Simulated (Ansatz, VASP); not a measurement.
## One calculation of Cu, two programs

```
CELL_PARAMETERS angstrom
2.34228 0.00000 0.00000
-1.17114 2.02848 0.00000
0.00000 0.00000 3.85205
ATOMIC_POSITIONS crystal
Cu 0.33333 0.66667 0.25000
Cu 0.66667 0.33333 0.75000
```

Change from the starting cell: volume scaled by 0.84, LAPW.

Alike in both runs: task single point; functional LDA; k mesh 17 × 17 × 10; occupations fermi-dirac, width 0.1 eV; no spin polarisation.

```csv
,VASP,Ansatz
version,VASP 6.6.1,Ansatz 0.2.0
potentials or method,"VASP PAW LDA potentials, release 64 (Cu), cutoff 520 eV","all-electron LAPW, scalar-relativistic"
```

VASP gave:

* pressure (GPa): 51.4

Problem. Which values does Ansatz return?

Solution. Pressure (GPa): 50.5.

LDA's correlation is that of Perdew and Zunger in VASP and of Perdew and Wang (1992) in Ansatz. Both programs put the cell under a high pressure, so it lies far from rest at this level. Ansatz ran all-electron here, and VASP with PAW potentials.
